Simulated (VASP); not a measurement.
A run of VASP 6.6.1 is set up as follows.

File INCAR:

```
SYSTEM = W
  PREC = Accurate
  ENCUT = 520
  EDIFF = 1E-6
  ISMEAR = -1
  SIGMA = 0.1
  LREAL = .FALSE.
  LASPH = .TRUE.
  NELM = 80
  ALGO = Normal
  ISIF = 2
  LWAVE = .FALSE.
  LCHARG = .FALSE.
  GGA = RE
  NBANDS = 28
```

File KPOINTS:

```
regular mesh
0
G
  9 9 13
  0 0 0
```

The input POSCAR:

```
W
1.0
    4.7633324082      0.0000000000      0.0000000000
   -2.3816662041      4.1251668721      0.0000000000
    0.0000000000      0.0000000000      2.6523724676
W
3
Direct
    0.0000000000      1.0000000000      0.0000000000
    0.3333333333      0.6666666667      0.5000000000
    0.6666666667      0.3333333333      0.5000000000
```

Potentials or basis: VASP PAW PBE potentials, release 64 (W_sv).

Command:

```sh
$ cat potpaw_PBE.64/W_sv/POTCAR > POTCAR
$ mpirun -np 1 vasp_std > vasp.out
```

**Question.** What does it give for the band gap on the k mesh?

**Answer.** Zero (bands 21 and 22 overlap by 0.70 eV).

**Question.** What does it give for the pressure?

**Answer.** -9.2 GPa.

Stress tensor (GPa, compression positive):
```
 -8.59   0.00   0.00
  0.00  -8.59   0.00
  0.00   0.00 -10.52
```

Caveat: the cell stands under tension; the PAW data sets were made with another functional, which shifts forces and pressure a little; spin-orbit coupling is left out, which moves the levels of the heavy elements.
